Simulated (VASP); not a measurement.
# HBr (I4/mmm) in VASP: a series of runs

The runs below take HBr through vibrations by perturbation theory, with LDA.

Program: VASP 6.6.1. These are calculated values, not measurements. Logs are shortened: lines on timing, memory, paths and dates and some standing lists are left out, and cuts for length are marked.

### Step 1. The cell of the first run

Symmetry: I4/mmm, No. 139, tetragonal system. The conventional cell has a = 4.939 Å, b = 4.939 Å, c = 3.333 Å, α = 90.00°, β = 90.00°, γ = 90.00°. Within 2.2 Å of H (site symmetry 4/mmm) lie 2 Br at 1.67 Å. Br (site symmetry 4/mmm) has 2 H at 1.67 Å within 2.2 Å.

### Step 2. Vibrations by perturbation theory, LDA (phonons at volume x 1.02)

INCAR

```
SYSTEM = HBr
PREC = Accurate
ENCUT = 520
EDIFF = 1E-8
ISMEAR = 0
SIGMA = 0.01
LREAL = .FALSE.
LASPH = .TRUE.
NELM = 100
ALGO = Normal
ISIF = 2
LWAVE = .FALSE.
LCHARG = .TRUE.
GGA = CA
IBRION = 8
NSW = 1
LEPSILON = .TRUE.
```

KPOINTS

```
Automatic mesh
0
G
  10 10 10
  0 0 0
```

POSCAR

```
HBr
1.0
    0.0000000000      3.4924892734      3.4924974563
    1.6666317212      0.0000000000      3.4924974563
    1.6666317212      3.4924892734      0.0000000000
H Br
1 1
Direct
    0.0000000000      0.0000000000      0.0000000000
    0.5000000000      0.5000000000      0.5000000000
```

Potentials or basis: VASP PAW LDA potentials, release 64 (H, Br).

Launch:

```sh
$ cat potpaw_LDA.64/H/POTCAR potpaw_LDA.64/Br/POTCAR > POTCAR
$ mpirun -np 1 vasp_std > vasp.out
```

OUTCAR:

```text
SYSTEM = HBr
   PREC = Accurate
   ENCUT = 520
   EDIFF = 1E-8
   ISMEAR = 0
   LREAL = .FALSE.
   LASPH = .TRUE.
   NELM = 100
   ISIF = 2
   GGA = CA
   IBRION = 8
   NSW = 1
   LEPSILON = .TRUE.

 ion  position               nearest neighbor table
   1  0.000  0.000  0.000-   2 1.67   2 1.67
   2  0.500  0.500  0.500-   1 1.67   1 1.67

  LATTYP: Found a body centered tetragonal cell.
 ALAT       =     4.9391314831
 C/A-ratio  =     0.6748683354

  Lattice vectors:

 A1 = (   1.6666317212,   0.0000000000,   3.4924974563)
 A2 = (   1.6666317212,   0.0000000000,  -3.4924974563)
 A3 = (  -1.6666317212,   3.4924892734,   0.0000000000)

Analysis of symmetry for initial positions (statically):
=====================================================================
 Subroutine PRICEL returns:
 Original cell was already a primitive cell.

 Routine SETGRP: Setting up the symmetry group for a
 body centered tetragonal supercell.

 Subroutine GETGRP returns: Found 16 space group operations
 (whereof 16 operations were pure point group operations)
 out of a pool of 16 trial point group operations.

The static configuration has the point symmetry D_4h.

Analysis of symmetry for dynamics (positions and initial velocities):
=====================================================================
 Subroutine PRICEL returns:
 Original cell was already a primitive cell.

 Routine SETGRP: Setting up the symmetry group for a
 body centered tetragonal supercell.

 Subroutine GETGRP returns: Found 16 space group operations
 (whereof 16 operations were pure point group operations)
 out of a pool of 16 trial point group operations.

The dynamic configuration has the point symmetry D_4h.

 Subroutine INISYM returns: Found 16 space group operations
 (whereof 16 operations are pure point group operations),
 and found     1 'primitive' translations

----------------------------------------------------------------------------------------

                                     Primitive cell

  volume of cell :      40.6575

  direct lattice vectors                    reciprocal lattice vectors
     0.000000000  3.492489273  3.492497456    -0.300006290  0.143164362  0.143164027
     1.666631721  0.000000000  3.492497456     0.300006290 -0.143164362  0.143164027
     1.666631721  3.492489273  0.000000000     0.300006290  0.143164362 -0.143164027

  length of vectors
     4.939131483  3.869780327  3.869772942     0.361933347  0.361933347  0.361933347

  position of ions in fractional coordinates (direct lattice)
     0.000000000  0.000000000  0.000000000
     0.500000000  0.500000000  0.500000000

  ion indices of the primitive-cell ions
   primitive index   ion index
                 1           1
                 2           2

----------------------------------------------------------------------------------------

 KPOINTS: Automatic mesh

Automatic generation of k-mesh.
 Grid dimensions read from file:
 generate k-points for:   10   10   10

 Generating k-lattice:

  Cartesian coordinates                     Fractional coordinates (reciprocal lattice)
    -0.030000629  0.014316436  0.014316403     0.100000000  0.000000000  0.000000000
     0.030000629 -0.014316436  0.014316403     0.000000000  0.100000000  0.000000000
     0.030000629  0.014316436 -0.014316403     0.000000000  0.000000000  0.100000000

  Length of vectors
     0.036193335  0.036193335  0.036193335

  Shift w.r.t. Gamma in fractional coordinates (k-lattice)
     0.000000000  0.000000000  0.000000000

 Subroutine IBZKPT returns following result:
[... 384 lines left out ...]
      0.00000      0.00000      0.00000        -0.000000     -0.000000      0.000000
      1.66663      3.49249      3.49250         0.000000      0.000000     -0.000000
 -----------------------------------------------------------------------------------
    total drift:                               -0.000000     -0.000000      0.000000

  FREE ENERGIE OF THE ION-ELECTRON SYSTEM (eV)
  ---------------------------------------------------
  free  energy   TOTEN  =        -5.5192630110 eV

  energy  without entropy=       -5.5192630110  energy(sigma->0) =       -5.51926301

 HEAD OF MICROSCOPIC STATIC DIELECTRIC TENSOR (INDEPENDENT PARTICLE, excluding Hartree and local field effects)
 ------------------------------------------------------
          36.685296    -0.000000     0.000000
           0.000000     2.906855     0.000000
          -0.000000     0.000000     2.906869
 ------------------------------------------------------

 Free energy of the ion-electron system (eV)
  ---------------------------------------------------
  ---------------------------------------------------
  free energy    TOTEN  =        -4.05267238 eV

  energy without entropy =       -4.05267238

------------------------ aborting loop because EDIFF is reached ----------------------------------------

--------------------------------------- Ionic step        2  -------------------------------------------

------------------------ aborting loop because EDIFF is reached ----------------------------------------

--------------------------------------- Ionic step        3  -------------------------------------------

------------------------ aborting loop because EDIFF is reached ----------------------------------------

 PIEZOELECTRIC TENSOR FIELD DIRECTION 3  (e Angst)
 -----------------------------------------------------------------------------
     0.00018  0.00000  0.00000           (  0.00000  0.00000  0.00000)
     0.00000 -0.00049  0.00000           (  0.00000  0.00000  0.00000)
     0.00000  0.00000 -0.00016           (  0.00000  0.00000  0.00000)

 PIEZOELECTRIC TENSOR FIELD DIRECTION 3  (C/m^2)
 -----------------------------------------------------------------------------
     0.00007  0.00000  0.00000
     0.00000 -0.00019  0.00000
     0.00000  0.00000 -0.00006

--------------------------------------- Ionic step        4  -------------------------------------------

------------------------ aborting loop because EDIFF is reached ----------------------------------------

--------------------------------------- Ionic step        5  -------------------------------------------

------------------------ aborting loop because EDIFF is reached ----------------------------------------

[... ionic steps 6 to 6 ...]

--------------------------------------- Ionic step        7  -------------------------------------------

------------------------ aborting loop because EDIFF is reached ----------------------------------------

--------------------------------------- Ionic step        8  -------------------------------------------

 Free energy of the ion-electron system (eV)
  ---------------------------------------------------
  ---------------------------------------------------
  free energy    TOTEN  =        -0.13934595 eV

  energy without entropy =       -0.13934595

------------------------ aborting loop because EDIFF is reached ----------------------------------------

 INTERNAL STRAIN TENSOR  FOR ION    2  DIRECTION 2   (eV/Angst):
 -----------------------------------------------------------------------------
     0.01387  0.00000  0.00000
     0.00000  0.00621  0.00000
     0.00000  0.00000 -0.00073

 MACROSCOPIC STATIC DIELECTRIC TENSOR (including local field effects in DFT)
 ------------------------------------------------------
          35.120125     0.000000     0.000000
           0.000000     2.565154     0.000000
           0.000000     0.000000     2.565166
 ------------------------------------------------------

 PIEZOELECTRIC TENSOR (including local field effects)  for field in x, y, z        (e  Angst)
          XX          YY          ZZ          XY          YZ          ZX
  --------------------------------------------------------------------------------
  x     0.00000     0.00000     0.00000     0.00000     0.00000     0.00000
  y     0.00000     0.00000     0.00000     0.00000     0.00000     0.00000
  z     0.00000     0.00000     0.00000     0.00000     0.00000     0.00000

 PIEZOELECTRIC TENSOR (including local field effects)  for field in x, y, z        (C/m^2)
          XX          YY          ZZ          XY          YZ          ZX
  --------------------------------------------------------------------------------
  x     0.00000     0.00000     0.00000     0.00000     0.00000     0.00000
  y     0.00000     0.00000     0.00000     0.00000     0.00000     0.00000
  z     0.00000     0.00000     0.00000     0.00000     0.00000     0.00000

 BORN EFFECTIVE CHARGES (including local field effects) (in |e|, cummulative output)
 ---------------------------------------------------------------------------------
 ion    1
    1    12.46371     0.00000     0.00000
    2     0.00000     0.21776     0.00000
    3     0.00000     0.00000     0.21776
 ion    2
    1   -12.46371     0.00000     0.00000
    2     0.00000    -0.21776     0.00000
    3     0.00000     0.00000    -0.21776

 INTERNAL STRAIN TENSOR FOR ION    2 for displacements in x,y,z  (eV/Angst):
          X           Y           Z          XY          YZ          ZX
  --------------------------------------------------------------------------------
  x     0.00000     0.00000     0.00000     0.00000     0.00000     0.00000
  y     0.00000     0.00000     0.00000     0.00000     0.00000     0.00000
  z     0.00000     0.00000     0.00000     0.00000     0.00000     0.00000

 SECOND DERIVATIVES (NOT SYMMETRIZED)
 ------------------------------------
               1X          1Y          1Z          2X          2Y          2Z
  1X    14.105519    0.000000    0.000000  -14.105519    0.000000    0.000000
  1Y     0.000000    3.361355    0.000000    0.000000   -3.361355    0.000000
  1Z     0.000000    0.000000    3.361370    0.000000    0.000000   -3.361370
  2X   -14.107339    0.000000    0.000000   14.107339    0.000000    0.000000
  2Y     0.000000   -3.361006    0.000000    0.000000    3.361006    0.000000
  2Z     0.000000    0.000000   -3.361022    0.000000    0.000000    3.361022

 Eigenvectors and eigenvalues of the dynamical matrix
 ----------------------------------------------------

   1 f  =    0.000421 THz     0.002645 2PiTHz    0.014044 cm-1     0.001741 meV
             X         Y         Z           dx          dy          dz
      0.000000  0.000000  0.000000     0.111184   -0.000000    0.000000
      1.666632  3.492489  3.492497     0.993800   -0.000000    0.000000
[... 21 lines left out ...]
   6 f/i=   59.080798 THz   371.215599 2PiTHz 1970.723278 cm-1   244.338436 meV
             X         Y         Z           dx          dy          dz
      0.000000  0.000000  0.000000     0.993800   -0.000000    0.000000
      1.666632  3.492489  3.492497    -0.111184    0.000000    0.000000

--------------------------------------------------------------------------------------------------------

 MACROSCOPIC STATIC DIELECTRIC TENSOR IONIC CONTRIBUTION
 ------------------------------------------------------
           0.000000     0.000000     0.000000
           0.000000     0.000000     0.000000
           0.000000     0.000000     0.000000
 ------------------------------------------------------

 ELASTIC MODULI CONTR FROM IONIC RELAXATION (kBar)
 Direction    XX          YY          ZZ          XY          YZ          ZX
 --------------------------------------------------------------------------------
 XX           0.0000      0.0000      0.0000      0.0000      0.0000      0.0000
 YY           0.0000      0.0000      0.0000      0.0000      0.0000      0.0000
 ZZ           0.0000      0.0000      0.0000      0.0000      0.0000      0.0000
 XY           0.0000      0.0000      0.0000      0.0000      0.0000      0.0000
 YZ           0.0000      0.0000      0.0000      0.0000      0.0000      0.0000
 ZX           0.0000      0.0000      0.0000      0.0000      0.0000      0.0000
 --------------------------------------------------------------------------------

 PIEZOELECTRIC TENSOR IONIC CONTR  for field in x, y, z        (C/m^2)
          XX          YY          ZZ          XY          YZ          ZX
  --------------------------------------------------------------------------------
  x     0.00000     0.00000     0.00000     0.00000     0.00000     0.00000
  y     0.00000     0.00000     0.00000     0.00000     0.00000     0.00000
  z     0.00000     0.00000     0.00000     0.00000     0.00000     0.00000
```

It took 11 min on 1 thread of Oxide Virtual Turin-like, shared host; peak memory 0.32 GiB.

Results:

```yaml
Electronic_dielectric_tensor_diagonal: 35.12, 2.57, 2.57
Born_charges_mean_of_the_diagonal: H +4.30; Br -4.30 e
Highest_phonon_frequency_at_Γ_LO-TO_splitting_left_out: 0 cm⁻¹
Most_unstable_mode: 1971i cm⁻¹
```

Phonon frequencies in cm⁻¹ (negative: imaginary):
```tsv
q point	frequencies
(0.000, 0.000, 0.000)	-1971 -962 -962 0 0 0
```

Electronic dielectric tensor:
```
35.12  0.00  0.00
 0.00  2.57  0.00
 0.00  0.00  2.57
```

Born effective charge tensors (e):
atom 1, H
```
12.46  0.00  0.00
 0.00  0.22  0.00
 0.00  0.00  0.22
```
atom 2, Br
```
-12.46   0.00   0.00
  0.00  -0.22   0.00
  0.00   0.00  -0.22
```

Caveat: the cell differs from its parent crystal (phonons at volume x 1.02); some modes are imaginary.

### Step 3. Vibrations by perturbation theory, LDA

This run uses another cell than the first one, of 19.93 Å³/atom, 0.980 times its volume.

INCAR

```
  ALGO = Normal
  EDIFF = 1E-8
  ENCUT = 520
  GGA = CA
  IBRION = 8
  ISIF = 2
  ISMEAR = 0
  LASPH = T
  LCHARG = T
  LEPSILON = T
  LREAL = F
  LWAVE = F
  NELM = 80
  NSW = 1
  PREC = Accurate
  SIGMA = 0.01
```

KPOINTS

```
k-points
0
Gamma
  10 10 10
```

POSCAR

```
HBr
1.0
    0.0000000000      3.4587104553      3.4587288830
    1.6660189099      0.0000000000      3.4587288830
    1.6660189099      3.4587104553      0.0000000000
H Br
1 1
Direct
    0.0000000000      0.0000000000      0.0000000000
    0.5000000000      0.5000000000      0.5000000000
```

Potentials or basis: VASP PAW LDA potentials, release 64 (H, Br).

Launch:

```sh
$ cat potpaw_LDA.64/H/POTCAR potpaw_LDA.64/Br/POTCAR > POTCAR
$ mpirun -np 1 vasp_std > vasp.out
```

OUTCAR:

```text
EDIFF = 1E-8
   ENCUT = 520
   GGA = CA
   IBRION = 8
   ISIF = 2
   ISMEAR = 0
   LASPH = T
   LEPSILON = T
   LREAL = F
   NELM = 80
   NSW = 1
   PREC = Accurate

 ion  position               nearest neighbor table
   1  0.000  0.000  0.000-   2 1.67   2 1.67
   2  0.500  0.500  0.500-   1 1.67   1 1.67

  LATTYP: Found a face centered orthorhombic cell.
 ALAT       =     3.3320378198
 B/A-ratio  =     2.0760331319
 C/A-ratio  =     2.0760441928

  Lattice vectors:

 A1 = (   0.0000000000,   3.4587104553,   3.4587288830)
 A2 = (   1.6660189099,   0.0000000000,   3.4587288830)
 A3 = (   1.6660189099,   3.4587104553,   0.0000000000)

Analysis of symmetry for initial positions (statically):
=====================================================================
 Subroutine PRICEL returns:
 Original cell was already a primitive cell.

 Routine SETGRP: Setting up the symmetry group for a
 face centered orthorhombic supercell.

 Subroutine GETGRP returns: Found  8 space group operations
 (whereof  8 operations were pure point group operations)
 out of a pool of  8 trial point group operations.

The static configuration has the point symmetry D_2h.

Analysis of symmetry for dynamics (positions and initial velocities):
=====================================================================
 Subroutine PRICEL returns:
[... 538 lines left out ...]
  y     0.00000     0.00000     0.00000     0.00000     0.00000     0.00000
  z     0.00000     0.00000     0.00000     0.00000     0.00000     0.00000

 PIEZOELECTRIC TENSOR (including local field effects)  for field in x, y, z        (C/m^2)
          XX          YY          ZZ          XY          YZ          ZX
  --------------------------------------------------------------------------------
  x     0.00000     0.00000     0.00000     0.00000     0.00000     0.00000
  y     0.00000     0.00000     0.00000     0.00000     0.00000     0.00000
  z     0.00000     0.00000     0.00000     0.00000     0.00000     0.00000

 BORN EFFECTIVE CHARGES (including local field effects) (in |e|, cummulative output)
 ---------------------------------------------------------------------------------
 ion    1
    1    12.45080     0.00000     0.00000
    2     0.00000     0.21727     0.00000
    3     0.00000     0.00000     0.21727
 ion    2
    1   -12.45080     0.00000     0.00000
    2     0.00000    -0.21727     0.00000
    3     0.00000     0.00000    -0.21727

 INTERNAL STRAIN TENSOR FOR ION    2 for displacements in x,y,z  (eV/Angst):
          X           Y           Z          XY          YZ          ZX
  --------------------------------------------------------------------------------
  x     0.00000     0.00000     0.00000     0.00000     0.00000     0.00000
  y     0.00000     0.00000     0.00000     0.00000     0.00000     0.00000
  z     0.00000     0.00000     0.00000     0.00000     0.00000     0.00000

 SECOND DERIVATIVES (NOT SYMMETRIZED)
 ------------------------------------
               1X          1Y          1Z          2X          2Y          2Z
  1X    14.071995    0.000000    0.000000  -14.071995    0.000000    0.000000
  1Y     0.000000    3.373637    0.000000    0.000000   -3.373637    0.000000
  1Z     0.000000    0.000000    3.373640    0.000000    0.000000   -3.373640
  2X   -14.072217    0.000000    0.000000   14.072217    0.000000    0.000000
  2Y     0.000000   -3.367721    0.000000    0.000000    3.367721    0.000000
  2Z     0.000000    0.000000   -3.367732    0.000000    0.000000    3.367732

 Eigenvectors and eigenvalues of the dynamical matrix
 ----------------------------------------------------

   1 f  =    0.002799 THz     0.017585 2PiTHz    0.093357 cm-1     0.011575 meV
             X         Y         Z           dx          dy          dz
      0.000000  0.000000  0.000000     0.000000   -0.111081    0.000000
      1.666019  3.458710  3.458729     0.000000   -0.993811    0.000000
[... 21 lines left out ...]
   6 f/i=   59.010507 THz   370.773950 2PiTHz 1968.378633 cm-1   244.047737 meV
             X         Y         Z           dx          dy          dz
      0.000000  0.000000  0.000000     0.993801   -0.000000    0.000000
      1.666019  3.458710  3.458729    -0.111178    0.000000    0.000000

--------------------------------------------------------------------------------------------------------

 MACROSCOPIC STATIC DIELECTRIC TENSOR IONIC CONTRIBUTION
 ------------------------------------------------------
           0.000000     0.000000     0.000000
           0.000000     0.000000     0.000000
           0.000000     0.000000     0.000000
 ------------------------------------------------------

 ELASTIC MODULI CONTR FROM IONIC RELAXATION (kBar)
 Direction    XX          YY          ZZ          XY          YZ          ZX
 --------------------------------------------------------------------------------
 XX           0.0000      0.0000      0.0000      0.0000      0.0000      0.0000
 YY           0.0000      0.0000      0.0000      0.0000      0.0000      0.0000
 ZZ           0.0000      0.0000      0.0000      0.0000      0.0000      0.0000
 XY           0.0000      0.0000      0.0000      0.0000      0.0000      0.0000
 YZ           0.0000      0.0000      0.0000      0.0000      0.0000      0.0000
 ZX           0.0000      0.0000      0.0000      0.0000      0.0000      0.0000
 --------------------------------------------------------------------------------

 PIEZOELECTRIC TENSOR IONIC CONTR  for field in x, y, z        (C/m^2)
          XX          YY          ZZ          XY          YZ          ZX
  --------------------------------------------------------------------------------
  x     0.00000     0.00000     0.00000     0.00000     0.00000     0.00000
  y     0.00000     0.00000     0.00000     0.00000     0.00000     0.00000
  z     0.00000     0.00000     0.00000     0.00000     0.00000     0.00000
```

Run time: 17 min. Hardware: 1 thread of Oxide Virtual Turin-like, shared host; peak memory 0.29 GiB.

What came out:

- Electronic dielectric tensor (diagonal): 35.73, 2.61, 2.61
- Born charges (mean of the diagonal): H +4.30; Br -4.30 e
- Highest phonon frequency at Γ, LO-TO splitting left out: 0 cm⁻¹
- Most unstable mode: 1968i cm⁻¹

Phonon frequencies in cm⁻¹ (negative: imaginary):
```csv
q point,frequencies
"(0.000, 0.000, 0.000)",-1968 -964 -964 0 0 0
```

Electronic dielectric tensor:
```
35.73  0.00  0.00
 0.00  2.61  0.00
 0.00  0.00  2.61
```

Born effective charge tensors (e):
atom 1, H
```
12.45  0.00  0.00
 0.00  0.22  0.00
 0.00  0.00  0.22
```
atom 2, Br
```
-12.45   0.00   0.00
  0.00  -0.22   0.00
  0.00   0.00  -0.22
```

Caveat: some modes are imaginary.
